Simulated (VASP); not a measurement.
# Mg (Fm-3m) in VASP: single point with PBEsol+D4

Aim: the single point of Mg with PBEsol+D4.

All numbers are computed with VASP 6.6.1; they aren't measurements. Logs are shortened: lines on timing, memory, paths and dates and some standing lists are left out, and cuts for length are marked.

**1. The cell of the first run**

Symmetry: Fm-3m, No. 225, cubic system. Conventional cell: a = 4.489 Å, b = 4.489 Å, c = 4.489 Å, α = 90.00°, β = 90.00°, γ = 90.00°. Mg (site symmetry m-3m) has 12 Mg at 3.17 Å within 4.2 Å.

**2. Single point, PBEsol+D4**

INCAR

```
SYSTEM = Mg
  PREC = Accurate
  ENCUT = 520
  EDIFF = 1E-7
  ISMEAR = -1
  SIGMA = 0.01
  LREAL = .False.
  LASPH = .True.
  NELM = 60
  ALGO = Normal
  ISIF = 2
  LWAVE = .False.
  LCHARG = .True.
  GGA = PS
  IVDW = 13
  LELF = .True.
  LVHAR = .True.
  NBANDS = 7
```

KPOINTS

```
Automatic mesh
0
Gamma
  11 11 11
  0 0 0
```

POSCAR

```
Mg
1.0
    0.0000000000      2.2442560000      2.2442560000
    2.2442560000      0.0000000000      2.2442560000
    2.2442560000      2.2442560000      0.0000000000
Mg
1
Direct
    0.0000000000      0.0000000000      0.0000000000
```

Potentials or basis: VASP PAW PBE potentials, release 64 (Mg).

Launch:

```console
cat potpaw_PBE.64/Mg/POTCAR > POTCAR
mpirun -np 1 vasp_std > vasp.out
```

OUTCAR:

```text
SYSTEM = Mg
   PREC = Accurate
   ENCUT = 520
   EDIFF = 1E-7
   ISMEAR = -1
   LREAL = .False.
   LASPH = .True.
   NELM = 60
   ISIF = 2
   GGA = PS
   IVDW = 13

 ion  position               nearest neighbor table
   1  0.000  0.000  0.000-

  LATTYP: Found a face centered cubic cell.
 ALAT       =     4.4885120000

  Lattice vectors:

 A1 = (   0.0000000000,   2.2442560000,   2.2442560000)
 A2 = (   2.2442560000,   0.0000000000,   2.2442560000)
 A3 = (   2.2442560000,   2.2442560000,   0.0000000000)

Analysis of symmetry for initial positions (statically):
=====================================================================
 Subroutine PRICEL returns:
 Original cell was already a primitive cell.

 Routine SETGRP: Setting up the symmetry group for a
 face centered cubic supercell.

 Subroutine GETGRP returns: Found 48 space group operations
[... 9 lines left out ...]

 Routine SETGRP: Setting up the symmetry group for a
 face centered cubic supercell.

 Subroutine GETGRP returns: Found 48 space group operations
[... 11 lines left out ...]
                                     Primitive cell

  volume of cell :      22.6072

  direct lattice vectors                    reciprocal lattice vectors
     0.000000000  2.244256000  2.244256000    -0.222790983  0.222790983  0.222790983
     2.244256000  0.000000000  2.244256000     0.222790983 -0.222790983  0.222790983
     2.244256000  2.244256000  0.000000000     0.222790983  0.222790983 -0.222790983

  length of vectors
     3.173857273  3.173857273  3.173857273     0.385885302  0.385885302  0.385885302

  position of ions in fractional coordinates (direct lattice)
     0.000000000  0.000000000  0.000000000

  ion indices of the primitive-cell ions
   primitive index   ion index
                 1           1

----------------------------------------------------------------------------------------

 KPOINTS: Automatic mesh

Automatic generation of k-mesh.
 Grid dimensions read from file:
 generate k-points for:   11   11   11

 Generating k-lattice:

  Cartesian coordinates                     Fractional coordinates (reciprocal lattice)
    -0.020253726  0.020253726  0.020253726     0.090909091  0.000000000  0.000000000
     0.020253726 -0.020253726  0.020253726     0.000000000  0.090909091  0.000000000
     0.020253726  0.020253726 -0.020253726     0.000000000  0.000000000  0.090909091

  Length of vectors
     0.035080482  0.035080482  0.035080482

  Shift w.r.t. Gamma in fractional coordinates (k-lattice)
[... 50 lines left out ...]
   ENCUT  =  520.0 eV  38.22 Ry    6.18 a.u.   5.90  5.90  5.90*2*pi/ulx,y,z
   NELM   =     60;   NELMIN=  2; NELMDL= -5     # of ELM steps
   EDIFF  = 0.1E-06   stopping-criterion for ELM
   LREAL  =      F    real-space projection
   EDIFFG = 0.1E-05   stopping-criterion for IOM
   NSW    =      0    number of steps for IOM
   IBRION =     -1    ionic relax: 0-MD 1-quasi-New 2-CG
   NFREE  =      0    steps in history (QN), initial steepest desc. (CG)
   ISIF   =      2    stress and relaxation
   ISYM   =      2    0-nonsym 1-usesym 2-fastsym
   POTIM  = 0.5000    time-step for ionic-motion
   TEBEG  =    0.0;   TEEND  =   0.0 temperature during run
   PSTRESS=    0.0 pullay stress
   NELECT =       2.0000    total number of electrons
   NUPDOWN=      -1.0000    fix difference up-down
   EMIN   =  10.00;   EMAX   =-10.00  energy-range for DOS
   EFERMI =   0.00;   METHOD = LEGACY
   ISMEAR =    -1;   SIGMA  =   0.01  broadening in eV -4-tet -1-fermi 0-gaus
   EFERMI_NEDOS =   21; number of points for ismear=-14 and -15
   IALGO  =     38    algorithm
   IMIX   =      4    mixing-type and parameters
     AMIX     =   0.40;   BMIX     =  1.00
     AMIX_MAG =   1.60;   BMIX_MAG =  1.00
  volume/ion in A,a.u.               =      22.61       152.56
  Fermi-wavevector in a.u.,A,eV,Ry     =   0.729462  1.378483  7.239854  0.532114
  Thomas-Fermi vector in A             =   1.821189
   LORBIT       =      0    0 simple, 1 ext, 2 COOP (PROOUT), +10 PAW based schemes
   GGA     = PS    functional components
   LHFCALC =     F    Hartree Fock is set to
   AEXX    =    0.0000 exact exchange contribution
   IVDW    =    13    specifies the selected vdW correction
   LEPSILON=     F    determine dielectric tensor
   LRPA    =     F    only Hartree local field effects (RPA)
 non-spin polarized calculation
  energy-cutoff  :      520.00
  volume of cell :       22.61
 maximum number of plane-waves:       620
   NGX = 11   NGY = 11   NGZ = 11

 number of electron       2.0000000 magnetization

 Free energy of the ion-electron system (eV)
  ---------------------------------------------------
  ext. energy  EPLUGINS =         0.00000000
  ---------------------------------------------------
  free energy    TOTEN  =        -1.70478533 eV

  energy without entropy =       -1.70394223  energy(sigma->0) =       -1.70436378

 E-fermi :   2.6424     XC(G=0):  -8.5821

 val. band max:        2.6303443790   @ k =  -0.3636   0.2727   0.0909
 cond. band min:       2.6502467223   @ k =  -0.4545   0.1818   0.0909
 fundamental gap:      0.0199023433
 Fermi energy:         2.6423912502

 k-point     1 :       0.0000    0.0000    0.0000
  band No.  band energies     occupation
      1      -4.3242      2.00000
      2      15.1007      0.00000
      3      15.1007      0.00000
      4      15.1007      0.00000
      5      17.1175      0.00000
      6      17.1175      0.00000
      7      17.1175      0.00000
[... 221 lines left out ...]
 k-point    24 :      -0.1818    0.1818    0.0000
  band No.  band energies     occupation
      1      -2.3633      2.00000
      2       7.9064      0.00000
      3       9.2798      0.00000
      4      14.7937      0.00000
      5      16.2659      0.00000
      6      17.0199      0.00000
      7      18.5717      0.00000

 [... further k-points ...]

------------------------ aborting loop because EDIFF is reached ----------------------------------------

  DFT-D4 for vdW energy calculation

  Edisp (eV):   -0.04434

  FORCE on cell =-STRESS in cart. coord.  units (eV):
  Direction    XX          YY          ZZ          XY          YZ          ZX
  --------------------------------------------------------------------------------------
  -------------------------------------------------------------------------------------
  Total      -0.00972    -0.00972    -0.00972    -0.00000     0.00000    -0.00000
  in kB      -0.68895    -0.68895    -0.68895    -0.00000     0.00000    -0.00000
  external pressure =       -0.69 kB  Pullay stress =        0.00 kB

 VOLUME and BASIS-vectors are now :
 -----------------------------------------------------------------------------
  energy-cutoff  :      520.00
  volume of cell :       22.61
      direct lattice vectors                 reciprocal lattice vectors
     0.000000000  2.244256000  2.244256000    -0.222790983  0.222790983  0.222790983
     2.244256000  0.000000000  2.244256000     0.222790983 -0.222790983  0.222790983
     2.244256000  2.244256000  0.000000000     0.222790983  0.222790983 -0.222790983

 POSITION                                       TOTAL-FORCE (eV/Angst)
 -----------------------------------------------------------------------------------
      0.00000      0.00000      0.00000        -0.000000     -0.000000     -0.000000
 -----------------------------------------------------------------------------------
    total drift:                                0.000000     -0.000000     -0.000000

  FREE ENERGIE OF THE ION-ELECTRON SYSTEM (eV)
  ---------------------------------------------------
  free  energy   TOTEN  =        -1.7491261917 eV

  energy  without entropy=       -1.7482830851  energy(sigma->0) =       -1.74870464
```

stdout:

```text
POSCAR found type information on POSCAR Mg
 POSCAR found :  1 types and       1 ions
 scaLAPACK will be used
 -----------------------------------------------------------------------------
|                                                                             |
|                                                                             |
|     You enforced a specific xc type in the INCAR file but a different       |
|     I HOPE YOU KNOW WHAT YOU ARE DOING!                                     |
|                                                                             |
 -----------------------------------------------------------------------------

 LDA part: xc-table for (Slater+PW92), standard interpolation
 POSCAR, INCAR and KPOINTS ok, starting setup
 FFT: planning ... GRIDC
 FFT: planning ... GRID_SOFT
 FFT: planning ... GRID
 WAVECAR not read
 entering main loop
```

Wall time 7.3 s (1 thread of Intel Xeon Platinum 8488C (Sapphire Rapids), shared host); peak memory 0.14 GiB.

Results:

```yaml
Free_energy: -1.7491 eV
Pressure: -0.1 GPa
Band_gap_on_the_k_mesh: zero (band 1 reaches 3.61 eV, above the bottom of band 2 at 1.71 eV)
Dispersion_energy_per_atom: -0.044 eV
```

Caveat: the PAW data sets were made with another functional, which shifts forces and pressure a little; pairwise dispersion overbinds metals, which lowers pressure and volume.
